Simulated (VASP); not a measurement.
# SnO2 (P1) in VASP: single point with r2SCAN

Aim: the single point of SnO2 with r2SCAN.

Everything below comes from runs of VASP 6.6.1. Logs are shortened: lines on timing, memory, paths and dates and some standing lists are left out, and cuts for length are marked.

### Step 1. The cell of the first run

The typed cell holds 6 atoms: a = 4.788 Å, b = 4.867 Å, c = 3.241 Å, α = 90.00°, β = 90.00°, γ = 90.00°.

### Step 2. Single point, r2SCAN (atom 3 (O) moved -0.150 Å along Cartesian [1 1 1])

POSCAR

```
SnO2
1.0
    4.7880040000      0.0000000000      0.0000000000
    0.0000000000      4.8665820000      0.0000000000
    0.0000000000      0.0000000000      3.2408980000
Sn O
2 4
Direct
    0.5000000000      0.5000000000      0.5000000000
    0.0000000000      0.0000000000      0.0000000000
    0.2737676007      0.3032466479     -0.0267217729
    0.7918550000      0.1789580000      0.5000000000
    0.2081450000      0.8210420000      0.5000000000
    0.7081450000      0.6789580000      0.0000000000
```

INCAR.step1

```
SYSTEM = SnO2
PREC = Accurate
ENCUT = 520
ISMEAR = 0
SIGMA = 0.05
LREAL = .FALSE.
LASPH = .TRUE.
NELM = 100
NBANDS = 35
GGA = PE
ALGO = Normal
EDIFF = 1E-4
LWAVE = .TRUE.
LCHARG = .FALSE.
```

INCAR.step2

```
SYSTEM = SnO2
PREC = Accurate
ENCUT = 520
EDIFF = 1E-6
ISMEAR = 0
SIGMA = 0.05
LREAL = .FALSE.
LASPH = .TRUE.
NELM = 100
ALGO = Normal
ISIF = 2
LWAVE = .FALSE.
LCHARG = .TRUE.
METAGGA = R2SCAN
LMIXTAU = .TRUE.
LELF = .TRUE.
LVHAR = .TRUE.
NBANDS = 35
ISTART = 1
```

KPOINTS

```
regular mesh
0
G
  6 6 8
  0 0 0
```

Potentials or basis: VASP PAW PBE potentials, release 64 (Sn_d, O).

On the command line:

```sh
$ cat potpaw_PBE.64/Sn_d/POTCAR potpaw_PBE.64/O/POTCAR > POTCAR
$ cp INCAR.step1 INCAR
$ mpirun -np 1 vasp_std > vasp.out
$ cp INCAR.step2 INCAR
$ mpirun -np 1 vasp_std > vasp.out
```

OUTCAR:

```text
SYSTEM = SnO2
   PREC = Accurate
   ENCUT = 520
   EDIFF = 1E-6
   ISMEAR = 0
   LREAL = .FALSE.
   LASPH = .TRUE.
   NELM = 100
   ISIF = 2
   METAGGA = R2SCAN
   ISTART = 1

 ion  position               nearest neighbor table
   1  0.500  0.500  0.500-   6 2.09   6 2.09   4 2.10   5 2.10   3 2.11   3 2.24
   2  0.000  0.000  0.000-   3 1.98   4 2.09   5 2.09   4 2.09   5 2.09   6 2.10
   3  0.274  0.303  0.973-   2 1.98   1 2.11   1 2.24
   4  0.792  0.179  0.500-   2 2.09   2 2.09   1 2.10
   5  0.208  0.821  0.500-   2 2.09   2 2.09   1 2.10
   6  0.708  0.679  0.000-   1 2.09   1 2.09   2 2.10

  LATTYP: Found a simple orthorhombic cell.
 ALAT       =     3.2408980000
 B/A-ratio  =     1.4773695439
 C/A-ratio  =     1.5016152930

  Lattice vectors:

 A1 = (   0.0000000000,   0.0000000000,   3.2408980000)
 A2 = (   4.7880040000,   0.0000000000,   0.0000000000)
 A3 = (   0.0000000000,   4.8665820000,   0.0000000000)

Analysis of symmetry for initial positions (statically):
=====================================================================
 Subroutine PRICEL returns:
 Original cell was already a primitive cell.

 Routine SETGRP: Setting up the symmetry group for a
 simple orthorhombic supercell.

 Subroutine GETGRP returns: Found  1 space group operations
 (whereof  1 operations were pure point group operations)
 out of a pool of  8 trial point group operations.

The static configuration has the point symmetry C_1 .

Analysis of symmetry for dynamics (positions and initial velocities):
=====================================================================
 Subroutine PRICEL returns:
 Original cell was already a primitive cell.

 Routine SETGRP: Setting up the symmetry group for a
 simple orthorhombic supercell.

 Subroutine GETGRP returns: Found  1 space group operations
 (whereof  1 operations were pure point group operations)
 out of a pool of  8 trial point group operations.

The dynamic configuration has the point symmetry C_1 .

 Subroutine INISYM returns: Found  1 space group operations
 (whereof  1 operations are pure point group operations),
 and found     1 'primitive' translations

----------------------------------------------------------------------------------------

                                     Primitive cell

  volume of cell :      75.5169

  direct lattice vectors                    reciprocal lattice vectors
     4.788004000  0.000000000  0.000000000     0.208855298  0.000000000  0.000000000
     0.000000000  4.866582000  0.000000000     0.000000000  0.205483027  0.000000000
     0.000000000  0.000000000  3.240898000     0.000000000  0.000000000  0.308556456

  length of vectors
     4.788004000  4.866582000  3.240898000     0.208855298  0.205483027  0.308556456

  position of ions in fractional coordinates (direct lattice)
     0.500000000  0.500000000  0.500000000
     0.000000000  0.000000000  0.000000000
     0.273767601  0.303246648  0.973278227
     0.791855000  0.178958000  0.500000000
     0.208145000  0.821042000  0.500000000
     0.708145000  0.678958000  0.000000000

  ion indices of the primitive-cell ions
   primitive index   ion index
                 1           1
                 2           2
                 3           3
                 4           4
                 5           5
                 6           6

----------------------------------------------------------------------------------------

 KPOINTS: regular mesh

Automatic generation of k-mesh.
 Grid dimensions read from file:
 generate k-points for:    6    6    8

 Generating k-lattice:

  Cartesian coordinates                     Fractional coordinates (reciprocal lattice)
     0.034809216  0.000000000  0.000000000     0.166666667  0.000000000  0.000000000
     0.000000000  0.034247171  0.000000000     0.000000000  0.166666667  0.000000000
     0.000000000  0.000000000  0.038569557     0.000000000  0.000000000  0.125000000

  Length of vectors
     0.034809216  0.034247171  0.038569557

  Shift w.r.t. Gamma in fractional coordinates (k-lattice)
     0.000000000  0.000000000  0.000000000

 Subroutine IBZKPT returns following result:
 ===========================================

 Found    148 irreducible k-points:

 Following reciprocal coordinates:
            Coordinates               Weight
  0.000000  0.000000  0.000000      1.000000
  0.166667  0.000000  0.000000      2.000000
  0.333333  0.000000  0.000000      2.000000
  0.500000  0.000000  0.000000      1.000000
  0.000000  0.166667  0.000000      2.000000
  0.166667  0.166667  0.000000      2.000000
[... 16 lines left out ...]
 -0.166667  0.000000  0.125000      2.000000
  0.333333  0.000000  0.125000      2.000000
 [... further k-points ...]
   k-points           NKPTS =    148   k-points in BZ     NKDIM =    148   number of bands    NBANDS=     35
   number of dos      NEDOS =    301   number of ions     NIONS =      6
   total plane-waves  NPLWV =  31104
   dimension x,y,z NGX =    36 NGY =   36 NGZ =   24
   dimension x,y,z NGXF=    72 NGYF=   72 NGZF=   48
   ions per type =               2   4
   NGX,Y,Z   is equivalent  to a cutoff of  12.50, 12.30, 12.31 a.u.
   NGXF,Y,Z  is equivalent  to a cutoff of  25.00, 24.60, 24.62 a.u.
 SYSTEM =  SnO2
   PREC   = accura    normal or accurate (medium, high low for compatibility)
   ISTART =      1    job   : 0-new  1-cont  2-samecut
   ICHARG =      0    charge: 1-file 2-atom 10-const
   ISPIN  =      1    spin polarized calculation?
   LNONCOLLINEAR =      F non collinear calculations
   LSORBIT =      F    spin-orbit coupling
   LASPH  =      T    aspherical Exc in radial PAW
   ENCUT  =  520.0 eV  38.22 Ry    6.18 a.u.   8.90  9.05  6.03*2*pi/ulx,y,z
   NELM   =    100;   NELMIN=  2; NELMDL=  0     # of ELM steps
   EDIFF  = 0.1E-05   stopping-criterion for ELM
   LREAL  =      F    real-space projection
   EDIFFG = 0.1E-04   stopping-criterion for IOM
   NSW    =      0    number of steps for IOM
   IBRION =     -1    ionic relax: 0-MD 1-quasi-New 2-CG
   NFREE  =      0    steps in history (QN), initial steepest desc. (CG)
   ISIF   =      2    stress and relaxation
   ISYM   =      2    0-nonsym 1-usesym 2-fastsym
   POTIM  = 0.5000    time-step for ionic-motion
   TEBEG  =    0.0;   TEEND  =   0.0 temperature during run
   PSTRESS=    0.0 pullay stress
   NELECT =      52.0000    total number of electrons
   NUPDOWN=      -1.0000    fix difference up-down
   EMIN   =  10.00;   EMAX   =-10.00  energy-range for DOS
   EFERMI =   0.00;   METHOD = LEGACY
   ISMEAR =     0;   SIGMA  =   0.05  broadening in eV -4-tet -1-fermi 0-gaus
   EFERMI_NEDOS =   21; number of points for ismear=-14 and -15
   IALGO  =     38    algorithm
   IMIX   =      4    mixing-type and parameters
     AMIX     =   0.40;   BMIX     =  1.00
     AMIX_MAG =   1.60;   BMIX_MAG =  1.00
  volume/ion in A,a.u.               =      12.59        84.94
  Fermi-wavevector in a.u.,A,eV,Ry     =   1.445644  2.731871 28.434627  2.089886
  Thomas-Fermi vector in A             =   2.563802
   LORBIT       =      0    0 simple, 1 ext, 2 COOP (PROOUT), +10 PAW based schemes
   METAGGA = R2SCAN    functional components
   LHFCALC =     F    Hartree Fock is set to
   AEXX    =    0.0000 exact exchange contribution
   IVDW    =     0    specifies the selected vdW correction
   LEPSILON=     F    determine dielectric tensor
   LRPA    =     F    only Hartree local field effects (RPA)
 non-spin polarized calculation
 Gauss-broadening in eV      SIGMA  =   0.05
  energy-cutoff  :      520.00
  volume of cell :       75.52
 maximum number of plane-waves:      2064
   NGX = 17   NGY = 19   NGZ = 13

 number of electron      52.0000004 magnetization

 Free energy of the ion-electron system (eV)
  ---------------------------------------------------
  ext. energy  EPLUGINS =         0.00000000
  ---------------------------------------------------
  free energy    TOTEN  =       -84.36218094 eV

  energy without entropy =      -84.36218094  energy(sigma->0) =      -84.36218094

 E-fermi :   5.2821     XC(G=0): -11.7469

 val. band max:        5.0399593812   @ k =   0.0000   0.0000   0.0000
 cond. band min:       6.3506382551   @ k =   0.0000   0.0000   0.0000
 fundamental gap:      1.3106788739
 Fermi energy:         5.2821401236

 k-point     1 :       0.0000    0.0000    0.0000
  band No.  band energies     occupation
      1     -16.6063      2.00000
      2     -15.7873      2.00000
      3     -15.6838      2.00000
      4     -15.6079      2.00000
      5     -15.5100      2.00000
      6     -15.4825      2.00000
[... 27 lines left out ...]
     34      17.8513      0.00000
     35      18.3854      0.00000

 k-point     2 :       0.1667    0.0000    0.0000
  band No.  band energies     occupation
      1     -16.5637      2.00000
      2     -15.8423      2.00000
      3     -15.6832      2.00000
      4     -15.6350      2.00000
      5     -15.5080      2.00000
      6     -15.4783      2.00000
[... 27 lines left out ...]
     34      17.9003      0.00000
     35      18.2805      0.00000

 k-point     3 :       0.3333    0.0000    0.0000
  band No.  band energies     occupation
      1     -16.4395      2.00000
      2     -16.0207      2.00000
      3     -15.6801      2.00000
      4     -15.6598      2.00000
      5     -15.5038      2.00000
      6     -15.4676      2.00000
[... 27 lines left out ...]
     34      18.0350      0.00000
     35      18.3782      0.00000
[... 723 lines left out ...]
 k-point    23 :      -0.1667    0.0000    0.1250
  band No.  band energies     occupation
      1     -16.5005      2.00000
      2     -15.8916      2.00000
      3     -15.7269      2.00000
      4     -15.6559      2.00000
      5     -15.5485      2.00000
      6     -15.5049      2.00000
[... 27 lines left out ...]
     34      17.7769      0.00000
     35      18.1887      0.00000

 k-point    24 :       0.3333    0.0000    0.1250
  band No.  band energies     occupation
      1     -16.4123      2.00000
      2     -16.0294      2.00000
      3     -15.7548      2.00000
      4     -15.6637      2.00000
      5     -15.5285      2.00000
      6     -15.4999      2.00000
[... 27 lines left out ...]
     34      18.0000      0.00000
     35      18.2853      0.00000

 [... further k-points ...]

------------------------ aborting loop because EDIFF is reached ----------------------------------------

  FORCE on cell =-STRESS in cart. coord.  units (eV):
  Direction    XX          YY          ZZ          XY          YZ          ZX
  --------------------------------------------------------------------------------------
  -------------------------------------------------------------------------------------
  Total       -3.0873537     -2.7855140     -3.9021526      0.7490511     -0.0500483     -0.1526259
  in kB      -65.5017741    -59.0978944    -82.7886728     15.8919840     -1.0618328     -3.2381357
  external PRESSURE =     -69.1294471 kB  Pullay stress =       0.0000000 kB

 VOLUME and BASIS-vectors are now :
 -----------------------------------------------------------------------------
  energy-cutoff  :      520.00
  volume of cell :       75.52
      direct lattice vectors                 reciprocal lattice vectors
     4.788004000  0.000000000  0.000000000     0.208855298  0.000000000  0.000000000
     0.000000000  4.866582000  0.000000000     0.000000000  0.205483027  0.000000000
     0.000000000  0.000000000  3.240898000     0.000000000  0.000000000  0.308556456

 POSITION                                       TOTAL-FORCE (eV/Angst)
 -----------------------------------------------------------------------------------
      2.39400      2.43329      1.62045        -0.492066     -0.476061     -0.334551
      0.00000      0.00000      0.00000        -0.679174     -0.716325      0.011560
      1.31080      1.47577      3.15430         1.939298      1.854709      0.621508
      3.79140      0.87091      1.62045        -0.273873      0.111359     -0.158215
      0.99660      3.99567      1.62045        -0.015535     -0.488573     -0.153910
      3.39060      3.30420      0.00000        -0.478650     -0.285110      0.013608
 -----------------------------------------------------------------------------------
    total drift:                               -0.001114      0.000329     -0.000220

  FREE ENERGIE OF THE ION-ELECTRON SYSTEM (eV)
  ---------------------------------------------------
  free  energy   TOTEN  =       -84.3621809435 eV

  energy  without entropy=      -84.3621809435  energy(sigma->0) =      -84.36218094
```

It took 5.7 min on 1 thread of Intel Xeon 6975P-C (Granite Rapids), shared host; peak memory 0.39 GiB.

What came out:

```
Free energy            : -84.3622 eV
Pressure               : -6.9 GPa
Largest force          : 2.754 eV/Å
Band gap on the k mesh : 1.31 eV
```

Forces in eV/Å, atoms in the order of the input:
```
Sn  -0.492 -0.476 -0.335
Sn  -0.679 -0.716  0.012
O    1.939  1.855  0.622
O   -0.274  0.111 -0.158
O   -0.016 -0.489 -0.154
O   -0.479 -0.285  0.014
```

Stress tensor (GPa, compression positive):
```
-6.55  1.59 -0.32
 1.59 -5.91 -0.11
-0.32 -0.11 -8.28
```

Caveat: the cell differs from its parent crystal (atom 3 (O) moved -0.150 Å along Cartesian [1 1 1]); the cell stands under tension; the PAW data sets were made with another functional, which shifts forces and pressure a little; spin-orbit coupling is left out, which moves the levels of the heavy elements.
